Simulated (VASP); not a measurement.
HfN, 4 atoms in the cell. The structure is hexagonal, space group P6_3/mmc (No. 194). The conventional cell has a = 3.019 Å, b = 3.019 Å, c = 5.537 Å, α = 90.00°, β = 90.00°, γ = 120.00°. Within 2.9 Å of Hf (site symmetry -6m2) lie 6 N at 2.23 Å. N (site symmetry -3m) has 6 Hf at 2.23 Å and 2 N at 2.77 Å within 2.9 Å.  This cell differs from its parent crystal: biaxial strain in the a-b plane: -4.0 %, then relaxed in part.

```yaml
Program: VASP 6.6.1
Task: single point
Functional: r2SCAN
Potentials_or_basis: VASP PAW PBE potentials, release 64 (Hf_pv, N)
Cutoff: 520 eV
k_mesh: 18 × 18 × 10
Occupations: gaussian, width 0.1 eV
Spin: no spin polarisation
Dipole_correction: no
Further_INCAR_settings: ALGO = Normal; EDIFF = 1e-06; NBANDS = 23
```

Potentials or basis: VASP PAW PBE potentials, release 64 (Hf_pv, N).

Launch:

```console
$ cat potpaw_PBE.64/Hf_pv/POTCAR potpaw_PBE.64/N/POTCAR > POTCAR
$ cp INCAR.step1 INCAR
$ mpirun -np 1 vasp_std > vasp.out
$ cp INCAR.step2 INCAR
$ mpirun -np 1 vasp_std > vasp.out
```

Hardware: 1 thread of Oxide Virtual Turin-like Processor, on a shared host.

Task: Estimate the wall time of this run.

Result: Run time: 18 min on 1 thread of Oxide Virtual Turin-like Processor, with other jobs on the host, peak memory 0.29 GiB. Counts: k points 222.
